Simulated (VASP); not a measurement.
# Si16Ni (a cell with a defect) in VASP: single point with r2SCAN

Aim: the single point of Si16Ni (a cell with a defect) with r2SCAN.

Program: VASP 6.6.1. These are calculated values, not measurements. Logs are shortened: lines on timing, memory, paths and dates and some standing lists are left out, and cuts for length are marked.

### Step 1. The cell of the first run

The cell holds a defect, 17 atoms: a = 7.699 Å, b = 7.699 Å, c = 7.699 Å, α = 60.00°, β = 60.00°, γ = 60.00°.

### Step 2. Single point, r2SCAN

The input, POSCAR:

```
Si16Ni
1.0
    0.0000000000      5.4437023800     -5.4437023800
    5.4437023800      5.4437023800      0.0000000000
    5.4437023800      0.0000000000     -5.4437023800
Si Ni
16 1
Direct
    0.1277014156      0.1357444710      0.1357532886
    0.1191593432      0.6446184518      0.1170629758
    0.6008008469      0.1357533804      0.1357443792
    0.6245100784      0.6281702711      0.1228121880
    0.1191591595      0.1170629758      0.6446184518
    0.1261051674      0.6223102888      0.6223148812
    0.6245075066      0.1228121880      0.6281702711
    0.6292696148      0.6223147894      0.6223103806
    0.2491084018      0.7617005322      0.2481489445
    0.2286803931      0.2713195720      0.2713195720
    0.7410417063      0.7617068698      0.2481453624
    0.7446055491      0.2553943811      0.2553943811
    0.2549331141      0.7450668161      0.7450668161
    0.2491060138      0.2481454543      0.7617067780
    0.7510353643      0.7489647147      0.7489647147
    0.7410421655      0.2481489445      0.7617005322
   -0.0355736751      0.0355736751      0.0355736751
```

The input, INCAR.step1:

```
PREC     = Accurate       # precision mode
ENCUT    = 520            # plane-wave cutoff, eV
ISMEAR   = 0              # smearing method
SIGMA    = 0.02           # smearing width, eV
LREAL    = Auto         
LASPH    = T              # aspherical terms in the spheres
NELM     = 60             # most SCF steps
NBANDS   = 51             # bands
GGA      = PE             # functional
ALGO     = Normal         # electronic algorithm
EDIFF    = 1E-4           # SCF threshold, eV
LWAVE    = T              # write WAVECAR
LCHARG   = F              # write CHGCAR
```

The input, INCAR.step2:

```
PREC     = Accurate       # precision mode
ENCUT    = 520            # plane-wave cutoff, eV
EDIFF    = 1E-6           # SCF threshold, eV
ISMEAR   = 0              # smearing method
SIGMA    = 0.02           # smearing width, eV
LREAL    = Auto         
LASPH    = T              # aspherical terms in the spheres
NELM     = 60             # most SCF steps
ALGO     = Normal         # electronic algorithm
ISIF     = 2              # what is computed and relaxed
LWAVE    = F              # write WAVECAR
LCHARG   = F              # write CHGCAR
METAGGA  = R2SCAN         # meta-GGA
LMIXTAU  = T            
NBANDS   = 51             # bands
ISTART   = 1
```

The input, KPOINTS:

```
Automatic mesh
0
Gamma
  2 2 2
```

Potentials or basis: VASP PAW PBE potentials, release 64 (Si, Ni).

Run with:

```console
> cat potpaw_PBE.64/Si/POTCAR potpaw_PBE.64/Ni/POTCAR > POTCAR
> cp INCAR.step1 INCAR
> mpirun -np 1 vasp_std > vasp.out
> cp INCAR.step2 INCAR
> mpirun -np 1 vasp_std > vasp.out
```

OUTCAR:

```text
PREC = Accurate
   ENCUT = 520
   EDIFF = 1E-6
   ISMEAR = 0
   LREAL = Auto
   LASPH = T
   NELM = 60
   ISIF = 2
   METAGGA = R2SCAN
   ISTART = 1

 ion  position               nearest neighbor table
   1  0.128  0.136  0.136-  17 2.30  10 2.34   9 2.35  14 2.35  12 2.41
   2  0.119  0.645  0.117-  13 2.34  10 2.35   9 2.38  11 2.38  17 2.48
   3  0.601  0.136  0.136-  17 2.30  10 2.34  16 2.35  11 2.35  12 2.41
   4  0.625  0.628  0.123-  12 2.34  15 2.35  11 2.36   9 2.36
   5  0.119  0.117  0.645-  13 2.34  10 2.35  16 2.38  14 2.38  17 2.48
   6  0.126  0.622  0.622-  13 2.35  14 2.35   9 2.35  15 2.36
   7  0.625  0.123  0.628-  12 2.34  15 2.35  14 2.36  16 2.36
   8  0.629  0.622  0.622-  13 2.35  11 2.35  16 2.35  15 2.36
   9  0.249  0.762  0.248-   1 2.35   6 2.35   4 2.36   2 2.38  17 2.73
  10  0.229  0.271  0.271-   1 2.34   3 2.34   5 2.35   2 2.35
  11  0.741  0.762  0.248-   3 2.35   8 2.35   4 2.36   2 2.38  17 2.73
  12  0.745  0.255  0.255-   7 2.34   4 2.34  17 2.39   3 2.41   1 2.41
  13  0.255  0.745  0.745-   5 2.34   2 2.34   6 2.35   8 2.35
  14  0.249  0.248  0.762-   1 2.35   6 2.35   7 2.36   5 2.38  17 2.73
  15  0.751  0.749  0.749-   4 2.35   7 2.35   6 2.36   8 2.36
  16  0.741  0.248  0.762-   3 2.35   8 2.35   7 2.36   5 2.38  17 2.73
  17  0.964  0.036  0.036-   3 2.30   1 2.30  12 2.39   2 2.48   5 2.48  11 2.73  14 2.73  16 2.73
                             9 2.73

  LATTYP: Found a face centered cubic cell.
 ALAT       =    10.8874047600

  Lattice vectors:

 A1 = (   0.0000000000,   5.4437023800,  -5.4437023800)
 A2 = (   5.4437023800,   5.4437023800,   0.0000000000)
 A3 = (   5.4437023800,   0.0000000000,  -5.4437023800)

Analysis of symmetry for initial positions (statically):
=====================================================================
 Subroutine PRICEL returns:
 Original cell was already a primitive cell.

 Routine SETGRP: Setting up the symmetry group for a
 face centered cubic supercell.

 Subroutine GETGRP returns: Found  4 space group operations
 (whereof  4 operations were pure point group operations)
 out of a pool of 48 trial point group operations.

The static configuration has the point symmetry C_2v.

Analysis of symmetry for dynamics (positions and initial velocities):
=====================================================================
 Subroutine PRICEL returns:
 Original cell was already a primitive cell.

 Routine SETGRP: Setting up the symmetry group for a
 face centered cubic supercell.

 Subroutine GETGRP returns: Found  4 space group operations
 (whereof  4 operations were pure point group operations)
 out of a pool of 48 trial point group operations.

The dynamic configuration has the point symmetry C_2v.

 Subroutine INISYM returns: Found  4 space group operations
 (whereof  4 operations are pure point group operations),
 and found     1 'primitive' translations

----------------------------------------------------------------------------------------

                                     Primitive cell

  volume of cell :     322.6362

  direct lattice vectors                    reciprocal lattice vectors
     0.000000000  5.443702380 -5.443702380    -0.091849254  0.091849254 -0.091849254
     5.443702380  5.443702380  0.000000000     0.091849254  0.091849254  0.091849254
     5.443702380  0.000000000 -5.443702380     0.091849254 -0.091849254 -0.091849254

  length of vectors
     7.698557735  7.698557735  7.698557735     0.159087574  0.159087574  0.159087574

  position of ions in fractional coordinates (direct lattice)
     0.127701416  0.135744471  0.135753289
     0.119159343  0.644618452  0.117062976
     0.600800847  0.135753380  0.135744379
     0.624510078  0.628170271  0.122812188
     0.119159160  0.117062976  0.644618452
     0.126105167  0.622310289  0.622314881
[... 9 lines left out ...]
     0.741042165  0.248148945  0.761700532
     0.964426325  0.035573675  0.035573675

  ion indices of the primitive-cell ions
   primitive index   ion index
                 1           1
                 2           2
                 3           3
                 4           4
                 5           5
                 6           6
[... 9 lines left out ...]
                16          16
                17          17

----------------------------------------------------------------------------------------

 KPOINTS: Automatic mesh

Automatic generation of k-mesh.
 Grid dimensions read from file:
 generate k-points for:    2    2    2

 Generating k-lattice:

  Cartesian coordinates                     Fractional coordinates (reciprocal lattice)
    -0.045924627  0.045924627 -0.045924627     0.500000000  0.000000000  0.000000000
     0.045924627  0.045924627  0.045924627     0.000000000  0.500000000  0.000000000
     0.045924627 -0.045924627 -0.045924627     0.000000000  0.000000000  0.500000000

  Length of vectors
     0.079543787  0.079543787  0.079543787

  Shift w.r.t. Gamma in fractional coordinates (k-lattice)
     0.000000000  0.000000000  0.000000000

 Subroutine IBZKPT returns following result:
 ===========================================

 Found      5 irreducible k-points:

 Following reciprocal coordinates:
            Coordinates               Weight
  0.000000  0.000000  0.000000      1.000000
  0.500000  0.000000  0.000000      2.000000
  0.000000  0.500000  0.000000      2.000000
  0.500000  0.500000  0.000000      2.000000
  0.000000  0.500000  0.500000      1.000000
   k-points           NKPTS =      5   k-points in BZ     NKDIM =      5   number of bands    NBANDS=     51
   number of dos      NEDOS =    301   number of ions     NIONS =     17
   total plane-waves  NPLWV = 216000
   dimension x,y,z NGX =    60 NGY =   60 NGZ =   60
   dimension x,y,z NGXF=   120 NGYF=  120 NGZF=  120
   ions per type =              16   1
   NGX,Y,Z   is equivalent  to a cutoff of  12.96, 12.96, 12.96 a.u.
   NGXF,Y,Z  is equivalent  to a cutoff of  25.91, 25.91, 25.91 a.u.
 SYSTEM =  unknown system
   PREC   = accura    normal or accurate (medium, high low for compatibility)
   ISTART =      1    job   : 0-new  1-cont  2-samecut
   ICHARG =      0    charge: 1-file 2-atom 10-const
   ISPIN  =      1    spin polarized calculation?
   LNONCOLLINEAR =      F non collinear calculations
   LSORBIT =      F    spin-orbit coupling
   LASPH  =      T    aspherical Exc in radial PAW
   ENCUT  =  520.0 eV  38.22 Ry    6.18 a.u.  14.31 14.31 14.31*2*pi/ulx,y,z
   NELM   =     60;   NELMIN=  2; NELMDL=  0     # of ELM steps
   EDIFF  = 0.1E-05   stopping-criterion for ELM
   LREAL  =      T    real-space projection
   EDIFFG = 0.1E-04   stopping-criterion for IOM
   NSW    =      0    number of steps for IOM
   IBRION =     -1    ionic relax: 0-MD 1-quasi-New 2-CG
   NFREE  =      0    steps in history (QN), initial steepest desc. (CG)
   ISIF   =      2    stress and relaxation
   ISYM   =      2    0-nonsym 1-usesym 2-fastsym
   POTIM  = 0.5000    time-step for ionic-motion
   TEBEG  =    0.0;   TEEND  =   0.0 temperature during run
   PSTRESS=    0.0 pullay stress
   NELECT =      74.0000    total number of electrons
   NUPDOWN=      -1.0000    fix difference up-down
   EMIN   =  10.00;   EMAX   =-10.00  energy-range for DOS
   EFERMI =   0.00;   METHOD = LEGACY
   ISMEAR =     0;   SIGMA  =   0.02  broadening in eV -4-tet -1-fermi 0-gaus
   EFERMI_NEDOS =   21; number of points for ismear=-14 and -15
   IALGO  =     38    algorithm
   IMIX   =      4    mixing-type and parameters
     AMIX     =   0.40;   BMIX     =  1.00
     AMIX_MAG =   1.60;   BMIX_MAG =  1.00
  volume/ion in A,a.u.               =      18.98       128.07
  Fermi-wavevector in a.u.,A,eV,Ry     =   1.002108  1.893709 13.663238  1.004220
  Thomas-Fermi vector in A             =   2.134573
   LORBIT       =      0    0 simple, 1 ext, 2 COOP (PROOUT), +10 PAW based schemes
   METAGGA = R2SCAN    functional components
   LHFCALC =     F    Hartree Fock is set to
   AEXX    =    0.0000 exact exchange contribution
   IVDW    =     0    specifies the selected vdW correction
   LEPSILON=     F    determine dielectric tensor
   LRPA    =     F    only Hartree local field effects (RPA)
 non-spin polarized calculation
 Gauss-broadening in eV      SIGMA  =   0.02
  energy-cutoff  :      520.00
  volume of cell :      322.64
 maximum number of plane-waves:      8694
 NGX is ok and might be reduce to    60
   NGX = 29   NGY = 29   NGZ = 29

 number of electron      74.0000001 magnetization

 Free energy of the ion-electron system (eV)
  ---------------------------------------------------
  ext. energy  EPLUGINS =         0.00000000
  ---------------------------------------------------
  free energy    TOTEN  =      -150.16862643 eV

  energy without entropy =     -150.16862548  energy(sigma->0) =     -150.16862596

 E-fermi :   6.4029     XC(G=0): -10.1179

 val. band max:        6.3463714088   @ k =   0.0000   0.0000   0.0000
 cond. band min:       6.4595055586   @ k =   0.0000   0.0000   0.0000
 fundamental gap:      0.1131341498
 Fermi energy:         6.4029384828

 k-point     1 :       0.0000    0.0000    0.0000
  band No.  band energies     occupation
      1      -6.5756      2.00000
      2      -4.1296      2.00000
      3      -4.1199      2.00000
      4      -4.0600      2.00000
      5      -4.0512      2.00000
      6      -2.4121      2.00000
[... 41 lines left out ...]
     48       8.6032      0.00000
     49       8.8549      0.00000

 k-point     2 :       0.5000    0.0000    0.0000
  band No.  band energies     occupation
      1      -5.8362      2.00000
      2      -5.6228      2.00000
      3      -3.8428      2.00000
      4      -3.8085      2.00000
      5      -3.7341      2.00000
      6      -3.5949      2.00000
[... 41 lines left out ...]
     48       9.8338      0.00000
     49      10.0118      0.00000

 k-point     3 :       0.0000    0.5000    0.0000
  band No.  band energies     occupation
      1      -5.8618      2.00000
      2      -5.5923      2.00000
      3      -3.8490      2.00000
      4      -3.7904      2.00000
      5      -3.7620      2.00000
      6      -3.5942      2.00000
[... 41 lines left out ...]
     48       9.8496      0.00000
     49       9.9840      0.00000

 k-point     4 :       0.5000    0.5000    0.0000
  band No.  band energies     occupation
      1      -5.5561      2.00000
      2      -5.3484      2.00000
      3      -4.4802      2.00000
      4      -4.3871      2.00000
      5      -4.3654      2.00000
      6      -4.3014      2.00000
[... 41 lines left out ...]
     48      10.6928      0.00000
     49      10.6948      0.00000

 k-point     5 :       0.0000    0.5000    0.5000
  band No.  band energies     occupation
      1      -5.5671      2.00000
      2      -5.3348      2.00000
      3      -4.4749      2.00000
      4      -4.4028      2.00000
      5      -4.3465      2.00000
      6      -4.3149      2.00000
[... 41 lines left out ...]
     48      10.6724      0.00000
     49      10.6815      0.00000
 [bands above 49 left out]

------------------------ aborting loop because EDIFF is reached ----------------------------------------

  FORCE on cell =-STRESS in cart. coord.  units (eV):
  Direction    XX          YY          ZZ          XY          YZ          ZX
  --------------------------------------------------------------------------------------
  -------------------------------------------------------------------------------------
  Total        1.9769381     -0.0416622     -0.0416622      0.0000000     -0.7947803      0.0000000
  in kB        9.8172653     -0.2068903     -0.2068903      0.0000000     -3.9467947      0.0000000
  external PRESSURE =       3.1344949 kB  Pullay stress =       0.0000000 kB

 VOLUME and BASIS-vectors are now :
 -----------------------------------------------------------------------------
  energy-cutoff  :      520.00
  volume of cell :      322.64
      direct lattice vectors                 reciprocal lattice vectors
     0.000000000  5.443702380 -5.443702380    -0.091849254  0.091849254 -0.091849254
     5.443702380  5.443702380  0.000000000     0.091849254  0.091849254  0.091849254
     5.443702380  0.000000000 -5.443702380     0.091849254 -0.091849254 -0.091849254

 POSITION                                       TOTAL-FORCE (eV/Angst)
 -----------------------------------------------------------------------------------
      1.47795      1.43412     -1.43417        -0.010034      0.006283     -0.006283
      4.14637      4.15778     -1.28592         0.007242     -0.000805     -0.000805
      1.47795      4.00958     -4.00953        -0.010034     -0.006283      0.006283
      4.08812      6.81922     -4.06820        -0.001163      0.000819      0.000819
      4.14637      1.28592     -4.15778         0.007242      0.000805      0.000805
      6.77537      4.07415     -4.07418         0.002231     -0.003749      0.003749
[... 9 lines left out ...]
      5.49732      5.38486     -8.18048        -0.003863     -0.002420      0.011196
      0.38730      5.44370     -5.44370        -0.007371      0.000000     -0.000000
 -----------------------------------------------------------------------------------
    total drift:                                0.001451     -0.000048     -0.000080

  FREE ENERGIE OF THE ION-ELECTRON SYSTEM (eV)
  ---------------------------------------------------
  free  energy   TOTEN  =      -150.1686264298 eV

  energy  without entropy=     -150.1686254831  energy(sigma->0) =     -150.16862596
```

It took 16 min on 1 thread of Intel Xeon Platinum 8259CL at 2.50GHz (Skylake/Cascade Lake), shared host; peak memory 0.54 GiB.

Results:

| Quantity | Value |
| --- | --- |
| Free energy | -150.1686 eV |
| Pressure | 0.3 GPa |
| Largest force | 0.027 eV/Å |
| Band gap on the k mesh | 0.11 eV |

Forces on the atoms (eV/Å):
```
Si  -0.010  0.006 -0.006
Si   0.007 -0.001 -0.001
Si  -0.010 -0.006  0.006
Si  -0.001  0.001  0.001
Si   0.007  0.001  0.001
Si   0.002 -0.004  0.004
Si  -0.001 -0.001 -0.001
Si   0.002  0.004 -0.004
Si  -0.004  0.002 -0.011
Si  -0.007  0.000  0.000
Si  -0.004 -0.011  0.002
Si   0.027  0.000  0.000
Si   0.000  0.000  0.000
Si  -0.004  0.011 -0.002
Si   0.007  0.000  0.000
Si  -0.004 -0.002  0.011
Ni  -0.007  0.000  0.000
```

Caveat: the k points lie up to 0.50 Å⁻¹ apart; the PAW data sets were made with another functional, which shifts forces and pressure a little. Spin polarisation is off, so any magnetic state and its effect on volume and gap are missing.
